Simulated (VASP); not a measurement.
A run of VASP 6.6.1 is set up as follows.

File POSCAR:

```
AlN
1.0
   -0.0152594184      2.0237977183      2.0237977183
    2.0237977183     -0.0152594184      2.0237977183
    2.0237977183      2.0237977183     -0.0152594184
Al N
1 1
Direct
    0.0000000000      0.0000000000      0.0000000000
    0.5000000000      0.5000000000      0.5000000000
```

The input INCAR.step1:

```
SYSTEM = AlN
  ALGO = Normal
  EDIFF = 1E-4
  ENCUT = 520
  GGA = PE
  ISMEAR = 0
  LASPH = .TRUE.
  LCHARG = .FALSE.
  LREAL = .FALSE.
  LWAVE = .TRUE.
  NBANDS = 11
  NELM = 100
  PREC = Accurate
  SIGMA = 0.01
```

Contents of INCAR.step2:

```
SYSTEM = AlN
  ALGO = Normal
  EDIFF = 1E-7
  ENCUT = 520
  ISIF = 2
  ISMEAR = 0
  ISTART = 1
  LASPH = .TRUE.
  LCHARG = .TRUE.
  LELF = .TRUE.
  LMIXTAU = .TRUE.
  LREAL = .FALSE.
  LVHAR = .TRUE.
  LWAVE = .FALSE.
  METAGGA = R2SCAN
  NBANDS = 11
  NELM = 100
  PREC = Accurate
  SIGMA = 0.01
```

The input KPOINTS:

```
k-points
0
G
  10 10 10
  0 0 0
```

Potentials or basis: VASP PAW PBE potentials, release 64 (Al, N).

Command:

```console
$ cat potpaw_PBE.64/Al/POTCAR potpaw_PBE.64/N/POTCAR > POTCAR
$ cp INCAR.step1 INCAR
$ mpirun -np 1 vasp_std > vasp.out
$ cp INCAR.step2 INCAR
$ mpirun -np 1 vasp_std > vasp.out
```

Q: What does it give for the pressure?

A: -5.7 GPa.

Q: Estimate the band gap on the k mesh.

A: 5.21 eV, indirect (least direct gap 6.19 eV).

Stress tensor (GPa, compression positive):
```
-5.72  2.46  2.46
 2.46 -5.72  2.46
 2.46  2.46 -5.72
```

Caveat: the cell differs from its parent crystal (epitaxial 111 strain +1.0%); the PAW data sets were made with another functional, which shifts forces and pressure a little. A k mesh can miss the band edges.
